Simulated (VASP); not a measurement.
# GdN (zincblende type) (F-43m) in VASP: further runs

Runs on GdN (zincblende type). Level: PBE. Tasks: electric field gradients, single point.

All numbers are computed with VASP 6.6.1; they aren't measurements. Logs are shortened: lines on timing, memory, paths and dates and some standing lists are left out, and cuts for length are marked.

### 1 The cell of the first run

It takes space group F-43m (No. 216, cubic). Conventional cell: a = 5.407 Å, b = 5.407 Å, c = 5.407 Å, α = 90.00°, β = 90.00°, γ = 90.00°. Within 3.1 Å of Gd (site symmetry -43m) lie 4 N at 2.34 Å. N (site symmetry -43m) has 4 Gd at 2.34 Å within 3.1 Å.

### 2 Electric field gradients, PBE, collinear spin, ferromagnetic start (19.76 Å³/atom)

Contents of INCAR:

```
PREC = Accurate ; ENCUT = 520
EDIFF = 1E-8 ; ISMEAR = -1
SIGMA = 0.03 ; LREAL = False
LASPH = True ; NELM = 150
ALGO = Normal ; ISIF = 2
LWAVE = False ; LCHARG = False
ISPIN = 2 ; MAGMOM = 7 0
LORBIT = 11 ; LMAXMIX = 6
GGA = PE ; LEFG = True
NBANDS = 22
```

Contents of KPOINTS:

```
regular mesh
0
Gamma
  12 12 12
```

Contents of POSCAR:

```
GdN
1.0
    0.0000000000      2.7035870860      2.7035870860
    2.7035870860      0.0000000000      2.7035870860
    2.7035870860      2.7035870860      0.0000000000
Gd N
1 1
Direct
    0.0000000000      0.0000000000      0.0000000000
    0.2500000000      0.2500000000      0.2500000000
```

Potentials or basis: VASP PAW PBE potentials, release 64 (Gd, N).

Run with:

```
cat potpaw_PBE.64/Gd/POTCAR potpaw_PBE.64/N/POTCAR > POTCAR
mpirun -np 1 vasp_std > vasp.out
```

OUTCAR:

```text
PREC = Accurate
   ENCUT = 520
   EDIFF = 1E-8
   ISMEAR = -1
   LREAL = False
   LASPH = True
   NELM = 150
   ISIF = 2
   ISPIN = 2
   LORBIT = 11
   GGA = PE

 ion  position               nearest neighbor table
   1  0.000  0.000  0.000-   2 2.34   2 2.34   2 2.34   2 2.34
   2  0.250  0.250  0.250-   1 2.34   1 2.34   1 2.34   1 2.34

  LATTYP: Found a face centered cubic cell.
 ALAT       =     5.4071741720

  Lattice vectors:

 A1 = (   0.0000000000,   2.7035870860,   2.7035870860)
 A2 = (   2.7035870860,   0.0000000000,   2.7035870860)
 A3 = (   2.7035870860,   2.7035870860,   0.0000000000)

Analysis of symmetry for initial positions (statically):
=====================================================================
 Subroutine PRICEL returns:
 Original cell was already a primitive cell.

 Routine SETGRP: Setting up the symmetry group for a
 face centered cubic supercell.

 Subroutine GETGRP returns: Found 24 space group operations
 (whereof 24 operations were pure point group operations)
 out of a pool of 48 trial point group operations.

The static configuration has the point symmetry T_d .

Analysis of symmetry for dynamics (positions and initial velocities):
=====================================================================
 Subroutine PRICEL returns:
 Original cell was already a primitive cell.

 Routine SETGRP: Setting up the symmetry group for a
 face centered cubic supercell.

 Subroutine GETGRP returns: Found 24 space group operations
 (whereof 24 operations were pure point group operations)
 out of a pool of 48 trial point group operations.

The dynamic configuration has the point symmetry T_d .

Analysis of structural, dynamic, and magnetic symmetry:
=====================================================================
 Subroutine PRICEL returns:
 Original cell was already a primitive cell.

 Routine SETGRP: Setting up the symmetry group for a
 face centered cubic supercell.

 Subroutine GETGRP returns: Found 24 space group operations
 (whereof 24 operations were pure point group operations)
 out of a pool of 48 trial point group operations.

The overall configuration has the point symmetry T_d .

[... 754 lines left out ...]
 [... further k-points ...]

 spin component 2

 k-point     1 :       0.0000    0.0000    0.0000
  band No.  band energies     occupation
      1     -38.2984      1.00000
      2     -16.4233      1.00000
      3     -16.4233      1.00000
      4     -16.4233      1.00000
      5     -10.1057      1.00000
      6       0.1845      1.00000
[... 589 lines left out ...]
     21      11.0201      0.00000
     22      13.6086      0.00000

 [... further k-points ...]

------------------------ aborting loop because EDIFF is reached ----------------------------------------

  FORCE on cell =-STRESS in cart. coord.  units (eV):
  Direction    XX          YY          ZZ          XY          YZ          ZX
  --------------------------------------------------------------------------------------
  -------------------------------------------------------------------------------------
  Total       -0.9081737     -0.9081737     -0.9081737      0.0000000     -0.0000000      0.0000000
  in kB      -36.8153058    -36.8153058    -36.8153058      0.0000000     -0.0000000      0.0000000
  external PRESSURE =     -36.8153058 kB  Pullay stress =       0.0000000 kB

 VOLUME and BASIS-vectors are now :
 -----------------------------------------------------------------------------
  energy-cutoff  :      520.00
  volume of cell :       39.52
      direct lattice vectors                 reciprocal lattice vectors
     0.000000000  2.703587086  2.703587086    -0.184939484  0.184939484  0.184939484
     2.703587086  0.000000000  2.703587086     0.184939484 -0.184939484  0.184939484
     2.703587086  2.703587086  0.000000000     0.184939484  0.184939484 -0.184939484

 POSITION                                       TOTAL-FORCE (eV/Angst)
 -----------------------------------------------------------------------------------
      0.00000      0.00000      0.00000         0.000000      0.000000      0.000000
      1.35179      1.35179      1.35179        -0.000000     -0.000000     -0.000000
 -----------------------------------------------------------------------------------
    total drift:                               -0.000000     -0.000000     -0.000000

  FREE ENERGIE OF THE ION-ELECTRON SYSTEM (eV)
  ---------------------------------------------------
  free  energy   TOTEN  =       -22.8167902678 eV

  energy  without entropy=      -22.8167902677  energy(sigma->0) =      -22.81679027

 Electric field gradients (V/A^2)
---------------------------------------------------------------------
 ion       V_xx      V_yy      V_zz      V_xy      V_xz      V_yz
---------------------------------------------------------------------
   1       0.000     0.000    -0.000     0.002     0.002     0.002
   2      -0.000    -0.000     0.000     0.001     0.001     0.001
---------------------------------------------------------------------

 Electric field gradients after diagonalization (V/A^2)
 (convention: |V_zz| > |V_xx| > |V_yy|)
----------------------------------------------------------------------
 ion       V_xx      V_yy      V_zz     asymmetry (V_yy - V_xx)/ V_zz
----------------------------------------------------------------------
   1      -0.002    -0.002     0.004       0.000
   2      -0.001    -0.001     0.002       0.000
----------------------------------------------------------------------

           NMR quadrupolar parameters

 Cq : quadrupolar parameter    Cq=e*Q*V_zz/h
 eta: asymmetry parameters     (V_yy - V_xx)/ V_zz
 Q  : nuclear electric quadrupole moment in mb (millibarn)
----------------------------------------------------------------------
 ion       Cq(MHz)       eta       Q (mb)
----------------------------------------------------------------------
   1       0.000       0.000       1.000
   2       0.000       0.000       1.000
----------------------------------------------------------------------

 total charge

# of ion       s       p       d       f       tot
--------------------------------------------------
    1        2.043   5.628   0.567   7.002  15.240
    2        1.257   2.392   0.000   0.000   3.650
--------------------------------------------------
tot          3.300   8.020   0.567   7.002  18.890

 magnetization (x)

# of ion       s       p       d       f       tot
--------------------------------------------------
    1       -0.001  -0.082   0.066   6.808   6.791
    2       -0.007  -0.049   0.000   0.000  -0.055
--------------------------------------------------
tot         -0.008  -0.131   0.066   6.808   6.735
```

Wall time 15 min (1 thread of Intel Xeon 8259CL, shared host); peak memory 0.27 GiB.

Results:

| Property | Result |
| --- | --- |
| Free energy | -22.8168 eV |
| Pressure | -3.7 GPa |
| Band gap on the k mesh | 1.15 eV (least direct gap 1.83 eV) |
| Net moment | 7.00 μB per cell |
| Site moments | Gd +6.79; N -0.06 μB |
| Largest electric field gradient by atom | under 0.05 V/Å² on every atom |
| Valence electrons inside the program's atomic spheres | Gd 15.24; N 3.65 |

Caveat: the cell stands under tension; spin-orbit coupling is left out, which moves the levels of the heavy elements; a cell with one magnetic atom can't hold antiferromagnetic order, which such compounds often take; semilocal functionals describe open f shells poorly, which spoils levels, moments and volumes. The state reached can hang on the start; a lower one may exist.

### 3 Electric field gradients, PBE, collinear spin, ferromagnetic start (19.76 Å³/atom)

Contents of INCAR:

```
SYSTEM = GdN
PREC     = Accurate       ! precision mode
ENCUT    = 520            ! plane-wave cutoff, eV
EDIFF    = 1E-8           ! SCF threshold, eV
ISMEAR   = -1             ! smearing method
SIGMA    = 0.03           ! smearing width, eV
LREAL    = .FALSE.        ! projectors in reciprocal space
LASPH    = .TRUE.         ! aspherical terms in the spheres
NELM     = 150            ! most SCF steps
ALGO     = Normal         ! electronic algorithm
ISIF     = 2              ! what is computed and relaxed
LWAVE    = .FALSE.        ! write WAVECAR
LCHARG   = .FALSE.        ! write CHGCAR
ISPIN    = 2              ! spin polarisation
MAGMOM   = 7 0            ! initial moments
LORBIT   = 11             ! projections on sites
LMAXMIX  = 6              ! l up to which the mixer works
GGA      = PE             ! functional
LEFG     = .TRUE.       
NBANDS   = 22             ! bands
```

Contents of KPOINTS:

```
regular mesh
0
G
  12 12 12
  0 0 0
```

POSCAR is that of step 2.

Potentials or basis: VASP PAW PBE potentials, release 64 (Gd, N).

Run with:

```
cat potpaw_PBE.64/Gd/POTCAR potpaw_PBE.64/N/POTCAR > POTCAR
mpirun -np 1 vasp_std > vasp.out
```

OUTCAR:

```text
SYSTEM = GdN
   PREC = Accurate
   ENCUT = 520
   EDIFF = 1E-8
   ISMEAR = -1
   LREAL = .FALSE.
   LASPH = .TRUE.
   NELM = 150
   ISIF = 2
   ISPIN = 2
   LORBIT = 11
   GGA = PE

 ion  position               nearest neighbor table
   1  0.000  0.000  0.000-   2 2.34   2 2.34   2 2.34   2 2.34
   2  0.250  0.250  0.250-   1 2.34   1 2.34   1 2.34   1 2.34

  LATTYP: Found a face centered cubic cell.
 ALAT       =     5.4071741720

[... 1446 lines left out ...]
---------------------------------------------------------------------

 Electric field gradients after diagonalization (V/A^2)
 (convention: |V_zz| > |V_xx| > |V_yy|)
----------------------------------------------------------------------
 ion       V_xx      V_yy      V_zz     asymmetry (V_yy - V_xx)/ V_zz
----------------------------------------------------------------------
   1      -0.002    -0.002     0.004       0.000
   2      -0.001    -0.001     0.002       0.000
----------------------------------------------------------------------

           NMR quadrupolar parameters

 Cq : quadrupolar parameter    Cq=e*Q*V_zz/h
 eta: asymmetry parameters     (V_yy - V_xx)/ V_zz
 Q  : nuclear electric quadrupole moment in mb (millibarn)
----------------------------------------------------------------------
 ion       Cq(MHz)       eta       Q (mb)
----------------------------------------------------------------------
   1       0.000       0.000       1.000
   2       0.000       0.000       1.000
----------------------------------------------------------------------

 total charge

# of ion       s       p       d       f       tot
--------------------------------------------------
    1        2.043   5.628   0.567   7.002  15.240
    2        1.257   2.392   0.000   0.000   3.650
--------------------------------------------------
tot          3.300   8.020   0.567   7.002  18.890

 magnetization (x)

# of ion       s       p       d       f       tot
--------------------------------------------------
    1       -0.001  -0.082   0.066   6.808   6.791
    2       -0.007  -0.049   0.000   0.000  -0.055
--------------------------------------------------
tot         -0.008  -0.131   0.066   6.808   6.735
```

It took 15 min on 1 thread of Intel Xeon 8259CL, shared host; peak memory 0.27 GiB.

What came out:

| Quantity | Value |
| --- | --- |
| Free energy | -22.8168 eV |
| Pressure | -3.7 GPa |
| Band gap on the k mesh | 1.15 eV (least direct gap 1.83 eV) |
| Net moment | 7.00 μB per cell |
| Site moments | Gd +6.79; N -0.06 μB |
| Largest electric field gradient by atom | under 0.05 V/Å² on every atom |
| Valence electrons inside the program's atomic spheres | Gd 15.24; N 3.65 |

Caveat: the cell stands under tension; spin-orbit coupling is left out, which moves the levels of the heavy elements; a cell with one magnetic atom can't hold antiferromagnetic order, which such compounds often take; semilocal functionals describe open f shells poorly, which spoils levels, moments and volumes.

[end of part 1 of 2]
